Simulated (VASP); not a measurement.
# Rh (R-3m) in VASP: further runs

Runs on Rh. Level: PBEsol. Tasks: electric field gradients.

Everything below comes from runs of VASP 6.6.1. Logs are shortened: lines on timing, memory, paths and dates and some standing lists are left out, and cuts for length are marked.

### 1 The cell of the first run

It takes space group R-3m (No. 166, trigonal). The conventional cell has a = 2.716 Å, b = 2.716 Å, c = 6.455 Å, α = 90.00°, β = 90.00°, γ = 120.00°. Rh (site symmetry -3m) has 12 Rh at 2.66 to 2.72 Å within 3.5 Å.

### 2 Electric field gradients, PBEsol (equal xy, yz and zx shear strains of -2 %)

INCAR

```
PREC = Accurate ; ENCUT = 520
EDIFF = 1E-8 ; ISMEAR = -1
SIGMA = 0.08 ; LREAL = F
LASPH = T ; NELM = 100
ALGO = Normal ; ISIF = 2
LWAVE = F ; LCHARG = F
GGA = PS ; LEFG = T
NBANDS = 14
```

KPOINTS

```
regular mesh
0
Gamma
  16 16 16
```

POSCAR

```
Rh
1.0
   -0.0380310000      1.8825345000      1.8825345000
    1.8825345000     -0.0380310000      1.8825345000
    1.8825345000      1.8825345000     -0.0380310000
Rh
1
Direct
    0.0000000000      0.0000000000      0.0000000000
```

Potentials or basis: VASP PAW PBE potentials, release 64 (Rh_pv).

On the command line:

```sh
> cat potpaw_PBE.64/Rh_pv/POTCAR > POTCAR
> mpirun -np 1 vasp_std > vasp.out
```

OUTCAR:

```text
PREC = Accurate
   ENCUT = 520
   EDIFF = 1E-8
   ISMEAR = -1
   LREAL = F
   LASPH = T
   NELM = 100
   ISIF = 2
   GGA = PS

 ion  position               nearest neighbor table
   1  0.000  0.000  0.000-

  LATTYP: Found a trigonal (rhomboedric) cell.
 ALAT       =     2.6625774438
 COS(alpha) =     0.4797000918

  Lattice vectors:

 A1 = (  -0.0380310000,   1.8825345000,   1.8825345000)
 A2 = (   1.8825345000,  -0.0380310000,   1.8825345000)
 A3 = (   1.8825345000,   1.8825345000,  -0.0380310000)

Analysis of symmetry for initial positions (statically):
=====================================================================
 Subroutine PRICEL returns:
 Original cell was already a primitive cell.

 Routine SETGRP: Setting up the symmetry group for a
 trigonal (rhombohedral) supercell.

 Subroutine GETGRP returns: Found 12 space group operations
 (whereof 12 operations were pure point group operations)
 out of a pool of 12 trial point group operations.

The static configuration has the point symmetry D_3d.

Analysis of symmetry for dynamics (positions and initial velocities):
=====================================================================
 Subroutine PRICEL returns:
 Original cell was already a primitive cell.

 Routine SETGRP: Setting up the symmetry group for a
 trigonal (rhombohedral) supercell.

 Subroutine GETGRP returns: Found 12 space group operations
 (whereof 12 operations were pure point group operations)
 out of a pool of 12 trial point group operations.

The dynamic configuration has the point symmetry D_3d.

 Subroutine INISYM returns: Found 12 space group operations
 (whereof 12 operations are pure point group operations),
 and found     1 'primitive' translations

----------------------------------------------------------------------------------------

                                     Primitive cell

  volume of cell :      13.7474

  direct lattice vectors                    reciprocal lattice vectors
    -0.038031000  1.882534500  1.882534500    -0.257683458  0.262996519  0.262996519
     1.882534500 -0.038031000  1.882534500     0.262996519 -0.257683458  0.262996519
     1.882534500  1.882534500 -0.038031000     0.262996519  0.262996519 -0.257683458

  length of vectors
     2.662577444  2.662577444  2.662577444     0.452476632  0.452476632  0.452476632

  position of ions in fractional coordinates (direct lattice)
     0.000000000  0.000000000  0.000000000

  ion indices of the primitive-cell ions
   primitive index   ion index
                 1           1

----------------------------------------------------------------------------------------

 KPOINTS: regular mesh

Automatic generation of k-mesh.
 Grid dimensions read from file:
 generate k-points for:   16   16   16

 Generating k-lattice:

  Cartesian coordinates                     Fractional coordinates (reciprocal lattice)
    -0.016105216  0.016437282  0.016437282     0.062500000  0.000000000  0.000000000
     0.016437282 -0.016105216  0.016437282     0.000000000  0.062500000  0.000000000
     0.016437282  0.016437282 -0.016105216     0.000000000  0.000000000  0.062500000

  Length of vectors
     0.028279789  0.028279789  0.028279789

  Shift w.r.t. Gamma in fractional coordinates (k-lattice)
     0.000000000  0.000000000  0.000000000

 Subroutine IBZKPT returns following result:
 ===========================================

 Found    417 irreducible k-points:

 Following reciprocal coordinates:
            Coordinates               Weight
  0.000000  0.000000  0.000000      1.000000
  0.062500  0.000000  0.000000      6.000000
  0.125000  0.000000  0.000000      6.000000
  0.187500 -0.000000 -0.000000      6.000000
  0.250000  0.000000  0.000000      6.000000
  0.312500  0.000000 -0.000000      6.000000
[... 16 lines left out ...]
 -0.125000  0.062500  0.000000     12.000000
 -0.062500  0.062500  0.000000      6.000000
 [... further k-points ...]
   k-points           NKPTS =    417   k-points in BZ     NKDIM =    417   number of bands    NBANDS=     14
   number of dos      NEDOS =    301   number of ions     NIONS =      1
   total plane-waves  NPLWV =   8000
   dimension x,y,z NGX =    20 NGY =   20 NGZ =   20
   dimension x,y,z NGXF=    40 NGYF=   40 NGZF=   40
   ions per type =               1
   NGX,Y,Z   is equivalent  to a cutoff of  12.49, 12.49, 12.49 a.u.
   NGXF,Y,Z  is equivalent  to a cutoff of  24.98, 24.98, 24.98 a.u.
 SYSTEM =  unknown system
   PREC   = accura    normal or accurate (medium, high low for compatibility)
   ISTART =      0    job   : 0-new  1-cont  2-samecut
   ICHARG =      2    charge: 1-file 2-atom 10-const
   ISPIN  =      1    spin polarized calculation?
   LNONCOLLINEAR =      F non collinear calculations
   LSORBIT =      F    spin-orbit coupling
   LASPH  =      T    aspherical Exc in radial PAW
   ENCUT  =  520.0 eV  38.22 Ry    6.18 a.u.   4.95  4.95  4.95*2*pi/ulx,y,z
   NELM   =    100;   NELMIN=  2; NELMDL= -5     # of ELM steps
   EDIFF  = 0.1E-07   stopping-criterion for ELM
   LREAL  =      F    real-space projection
   EDIFFG = 0.1E-06   stopping-criterion for IOM
   NSW    =      0    number of steps for IOM
   IBRION =     -1    ionic relax: 0-MD 1-quasi-New 2-CG
   NFREE  =      0    steps in history (QN), initial steepest desc. (CG)
   ISIF   =      2    stress and relaxation
   ISYM   =      2    0-nonsym 1-usesym 2-fastsym
   POTIM  = 0.5000    time-step for ionic-motion
   TEBEG  =    0.0;   TEEND  =   0.0 temperature during run
   PSTRESS=    0.0 pullay stress
   NELECT =      15.0000    total number of electrons
   NUPDOWN=      -1.0000    fix difference up-down
   EMIN   =  10.00;   EMAX   =-10.00  energy-range for DOS
   EFERMI =   0.00;   METHOD = LEGACY
   ISMEAR =    -1;   SIGMA  =   0.08  broadening in eV -4-tet -1-fermi 0-gaus
   EFERMI_NEDOS =   21; number of points for ismear=-14 and -15
   IALGO  =     38    algorithm
   IMIX   =      4    mixing-type and parameters
     AMIX     =   0.40;   BMIX     =  1.00
     AMIX_MAG =   1.60;   BMIX_MAG =  1.00
  volume/ion in A,a.u.               =      13.75        92.77
  Fermi-wavevector in a.u.,A,eV,Ry     =   1.685380  3.184907 38.647437  2.840507
  Thomas-Fermi vector in A             =   2.768234
   LORBIT       =      0    0 simple, 1 ext, 2 COOP (PROOUT), +10 PAW based schemes
   GGA     = PS    functional components
   LHFCALC =     F    Hartree Fock is set to
   AEXX    =    0.0000 exact exchange contribution
   IVDW    =     0    specifies the selected vdW correction
   LEPSILON=     F    determine dielectric tensor
   LRPA    =     F    only Hartree local field effects (RPA)
 non-spin polarized calculation
  energy-cutoff  :      520.00
  volume of cell :       13.75
 maximum number of plane-waves:       380
   NGX =  9   NGY =  9   NGZ =  9

 number of electron      15.0000003 magnetization

 Free energy of the ion-electron system (eV)
  ---------------------------------------------------
  ext. energy  EPLUGINS =         0.00000000
  ---------------------------------------------------
  free energy    TOTEN  =        -8.13789222 eV

  energy without entropy =       -8.10809988  energy(sigma->0) =       -8.12299605

 E-fermi :  11.7500     XC(G=0): -14.2175

 val. band max:       11.7497576681   @ k =   0.3125   0.2500  -0.0000
 cond. band min:      11.7545434050   @ k =  -0.1875   0.1250   0.0000
 fundamental gap:      0.0047857369
 Fermi energy:        11.7500220873

 k-point     1 :       0.0000    0.0000    0.0000
  band No.  band energies     occupation
      1     -34.5771      2.00000
      2     -34.5771      2.00000
      3     -34.5678      2.00000
      4       3.7027      2.00000
      5       8.5240      2.00000
      6       8.5240      2.00000
      7       8.9126      2.00000
      8      10.7903      1.99999
      9      10.7903      1.99999
     10      27.6784      0.00000
     11      32.1305      0.00000
     12      32.8307      0.00000
     13      32.8307      0.00000
     14      33.8119      0.00000
[... 375 lines left out ...]
 k-point    24 :      -0.0625    0.0625    0.0000
  band No.  band energies     occupation
      1     -34.6416      2.00000
      2     -34.5961      2.00000
      3     -34.5763      2.00000
      4       4.1062      2.00000
      5       8.3472      2.00000
      6       8.6751      2.00000
      7       9.0582      2.00000
      8      10.6202      2.00000
      9      10.8321      1.99998
     10      28.2264      0.00000
     11      31.2549      0.00000
     12      32.1344      0.00000
     13      33.0557      0.00000
     14      34.4648      0.00000

 [... further k-points ...]

------------------------ aborting loop because EDIFF is reached ----------------------------------------

  FORCE on cell =-STRESS in cart. coord.  units (eV):
  Direction    XX          YY          ZZ          XY          YZ          ZX
  --------------------------------------------------------------------------------------
  -------------------------------------------------------------------------------------
  Total       -0.3886211     -0.3886211     -0.3886211      0.3399933      0.3399933      0.3399933
  in kB      -45.2913127    -45.2913127    -45.2913127     39.6240490     39.6240490     39.6240490
  external PRESSURE =     -45.2913127 kB  Pullay stress =       0.0000000 kB

 VOLUME and BASIS-vectors are now :
 -----------------------------------------------------------------------------
  energy-cutoff  :      520.00
  volume of cell :       13.75
      direct lattice vectors                 reciprocal lattice vectors
    -0.038031000  1.882534500  1.882534500    -0.257683458  0.262996519  0.262996519
     1.882534500 -0.038031000  1.882534500     0.262996519 -0.257683458  0.262996519
     1.882534500  1.882534500 -0.038031000     0.262996519  0.262996519 -0.257683458

 POSITION                                       TOTAL-FORCE (eV/Angst)
 -----------------------------------------------------------------------------------
      0.00000      0.00000      0.00000         0.000000      0.000000     -0.000000
 -----------------------------------------------------------------------------------
    total drift:                                0.000000     -0.000000      0.000000

  FREE ENERGIE OF THE ION-ELECTRON SYSTEM (eV)
  ---------------------------------------------------
  free  energy   TOTEN  =        -8.1378922214 eV

  energy  without entropy=       -8.1080998821  energy(sigma->0) =       -8.12299605

 Electric field gradients (V/A^2)
---------------------------------------------------------------------
 ion       V_xx      V_yy      V_zz      V_xy      V_xz      V_yz
---------------------------------------------------------------------
   1      -0.000    -0.000    -0.000    -1.847    -1.847    -1.847
---------------------------------------------------------------------

 Electric field gradients after diagonalization (V/A^2)
 (convention: |V_zz| > |V_xx| > |V_yy|)
----------------------------------------------------------------------
 ion       V_xx      V_yy      V_zz     asymmetry (V_yy - V_xx)/ V_zz
----------------------------------------------------------------------
   1       1.847     1.847    -3.694       0.000
----------------------------------------------------------------------

           NMR quadrupolar parameters

 Cq : quadrupolar parameter    Cq=e*Q*V_zz/h
 eta: asymmetry parameters     (V_yy - V_xx)/ V_zz
 Q  : nuclear electric quadrupole moment in mb (millibarn)
----------------------------------------------------------------------
 ion       Cq(MHz)       eta       Q (mb)
----------------------------------------------------------------------
   1      -0.009       0.000       1.000
----------------------------------------------------------------------
```

It took 55 s on 1 thread of Intel Xeon Platinum 8259CL at 2.50GHz (Skylake/Cascade Lake), shared host; peak memory 0.18 GiB.

What came out:

```
Free energy : -8.1379 eV
Pressure    : -4.5 GPa
```

Electric field gradients, principal values (V/Å²):
```tsv
atom	least	middle	greatest (by size)
1 Rh	1.847	1.847	-3.694
```

Caveat: the cell differs from its parent crystal (equal xy, yz and zx shear strains of -2 %); without QUAD_EFG the Cq values of the log hold for a quadrupole moment of 1 mb, not for the nuclei; the PAW data sets were made with another functional, which shifts forces and pressure a little.

### 3 Electric field gradients, PBEsol (equal xy, yz and zx shear strains of +1 %)

INCAR

```
SYSTEM = Rh
  PREC = Accurate
  ENCUT = 520
  EDIFF = 1E-8
  ISMEAR = -1
  SIGMA = 0.08
  LREAL = .False.
  LASPH = .True.
  NELM = 80
  ALGO = Normal
  ISIF = 2
  LWAVE = .False.
  LCHARG = .False.
  GGA = PS
  LEFG = .True.
  NBANDS = 14
```

KPOINTS

```
regular mesh
0
Gamma
  16 16 16
  0 0 0
```

POSCAR

```
Rh
1.0
    0.0190155000      1.9110577500      1.9110577500
    1.9110577500      0.0190155000      1.9110577500
    1.9110577500      1.9110577500      0.0190155000
Rh
1
Direct
    0.0000000000      0.0000000000      0.0000000000
```

Potentials or basis: VASP PAW PBE potentials, release 64 (Rh_pv).

On the command line:

```sh
> cat potpaw_PBE.64/Rh_pv/POTCAR > POTCAR
> mpirun -np 1 vasp_std > vasp.out
```

OUTCAR:

```text
SYSTEM = Rh
   PREC = Accurate
   ENCUT = 520
   EDIFF = 1E-8
   ISMEAR = -1
   LREAL = .False.
   LASPH = .True.
   NELM = 80
   ISIF = 2
   GGA = PS

 ion  position               nearest neighbor table
   1  0.000  0.000  0.000-

  LATTYP: Found a trigonal (rhomboedric) cell.
 ALAT       =     2.7027106832
 COS(alpha) =     0.5099250056

  Lattice vectors:

 A1 = (   0.0190155000,   1.9110577500,   1.9110577500)
 A2 = (   1.9110577500,   0.0190155000,   1.9110577500)
 A3 = (   1.9110577500,   1.9110577500,   0.0190155000)

Analysis of symmetry for initial positions (statically):
=====================================================================
 Subroutine PRICEL returns:
 Original cell was already a primitive cell.

 Routine SETGRP: Setting up the symmetry group for a
 trigonal (rhombohedral) supercell.

 Subroutine GETGRP returns: Found 12 space group operations
[... 588 lines left out ...]

 VOLUME and BASIS-vectors are now :
 -----------------------------------------------------------------------------
  energy-cutoff  :      520.00
  volume of cell :       13.75
      direct lattice vectors                 reciprocal lattice vectors
     0.019015500  1.911057750  1.911057750    -0.265572953  0.262956471  0.262956471
     1.911057750  0.019015500  1.911057750     0.262956471 -0.265572953  0.262956471
     1.911057750  1.911057750  0.019015500     0.262956471  0.262956471 -0.265572953

 POSITION                                       TOTAL-FORCE (eV/Angst)
 -----------------------------------------------------------------------------------
      0.00000      0.00000      0.00000        -0.000000      0.000000     -0.000000
 -----------------------------------------------------------------------------------
    total drift:                                0.000000     -0.000000      0.000000

  FREE ENERGIE OF THE ION-ELECTRON SYSTEM (eV)
  ---------------------------------------------------
  free  energy   TOTEN  =        -8.1455130674 eV

  energy  without entropy=       -8.1159774233  energy(sigma->0) =       -8.13074525

 Electric field gradients (V/A^2)
---------------------------------------------------------------------
 ion       V_xx      V_yy      V_zz      V_xy      V_xz      V_yz
---------------------------------------------------------------------
   1      -0.000     0.000    -0.000     0.708     0.708     0.708
---------------------------------------------------------------------

 Electric field gradients after diagonalization (V/A^2)
 (convention: |V_zz| > |V_xx| > |V_yy|)
----------------------------------------------------------------------
 ion       V_xx      V_yy      V_zz     asymmetry (V_yy - V_xx)/ V_zz
----------------------------------------------------------------------
   1      -0.708    -0.708     1.415       0.000
----------------------------------------------------------------------

           NMR quadrupolar parameters

 Cq : quadrupolar parameter    Cq=e*Q*V_zz/h
 eta: asymmetry parameters     (V_yy - V_xx)/ V_zz
 Q  : nuclear electric quadrupole moment in mb (millibarn)
----------------------------------------------------------------------
 ion       Cq(MHz)       eta       Q (mb)
----------------------------------------------------------------------
   1       0.003       0.000       1.000
----------------------------------------------------------------------
```

It took 54 s on 1 thread of Intel Xeon Platinum 8259CL at 2.50GHz (Skylake/Cascade Lake), shared host; peak memory 0.18 GiB.

What came out:

```
Free energy : -8.1455 eV
Pressure    : -4.8 GPa
```

Electric field gradients, principal values (V/Å²):
| atom | least | middle | greatest (by size) |
| --- | --- | --- | --- |
| 1 Rh | -0.708 | -0.708 | 1.415 |

Caveat: the cell differs from its parent crystal (equal xy, yz and zx shear strains of +1 %); without QUAD_EFG the Cq values of the log hold for a quadrupole moment of 1 mb, not for the nuclei; the PAW data sets were made with another functional, which shifts forces and pressure a little.

(Part 1 of 2 ends here.)
